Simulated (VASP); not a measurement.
Crystal: CuO.

```
Cu O
1.0
     1.95032   -2.10959    0.00000
     1.95032    2.10959    0.00000
     0.00000    0.00000    5.05068
Cu O
2 2
Direct
  0.50000 0.00000 0.00000
  0.00000 0.50000 0.50000
  0.50000 0.50000 0.25000
  0.50000 0.50000 0.75000
```

Base run:

```yaml
Program: VASP 6.6.1
Functional: LDA
Potentials_or_basis: VASP PAW LDA potentials, release 64 (Cu, O)
Cutoff: 520 eV
k_mesh: 9 × 9 × 5
Occupations: fermi-dirac, width 0.05 eV
Spin: no spin polarisation
```

Its results: band gap on the k mesh zero (bands 17 and 18 overlap by 0.92 eV); pressure -1.4 GPa.

Task: The run is repeated on the same cell with these changes: functional from LDA to r2SCAN; potentials or basis from VASP PAW LDA potentials, release 64 (Cu, O) to VASP PAW PBE potentials, release 64 (Cu, O). What comes out?

Result: Band gap on the k mesh zero (bands 17 and 18 overlap by 0.91 eV); pressure 7.1 GPa.

Caveats: semilocal functionals often make such compounds metallic where correlation or magnetic order opens a gap, which also shifts bond lengths; the cell stands under pressure (at least some runs); the PAW data sets were made with another functional, which shifts forces and pressure a little (at least some runs).
